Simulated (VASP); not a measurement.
Runs of VASP 6.6.1 on SrO. The structure is that of space group Fm-3m (No. 225), or close to it. The cells are those of the table. 

```csv
task,cell,k mesh,cutoff (eV),smearing,gap on the mesh (eV),pressure (GPa),relaxed volume (Å³/atom)
relaxation of cell and atoms,"relaxed from a = 3.650 Å, angles 60.0°, 2 atoms",6 × 6 × 6,600,gaussian 0.02 eV,3.07,0.0,16.34
single point,"a = 3.650 Å, angles 60.0°, 2 atoms",6 × 6 × 6,520,gaussian 0.1 eV,3.11,(a),-
single point,"a = 3.581 Å, angles 60.0°, 2 atoms",6 × 6 × 6,520,gaussian 0.02 eV,3.06,0.8,-
relaxation of cell and atoms,"relaxed from a = 3.581 Å, angles 60.0°, 2 atoms",8 × 8 × 8,600,gaussian 0.01 eV,3.07,0.0,16.35
single point,"a = 3.581 Å, angles 60.0°, 2 atoms",8 × 8 × 8,520,gaussian 0.01 eV,3.06,0.8,-
```

Alike in all rows: level LDA; potentials or basis VASP PAW LDA potentials, release 64 (Sr_sv, O); no spin polarisation.

**Question.** Fill in the values left out.

**Answer.** (a) -4.6.

Caveats: the cell stands under tension (at least some runs).

A k mesh can miss the band edges, and the runs leave out spin-orbit coupling on Sr.
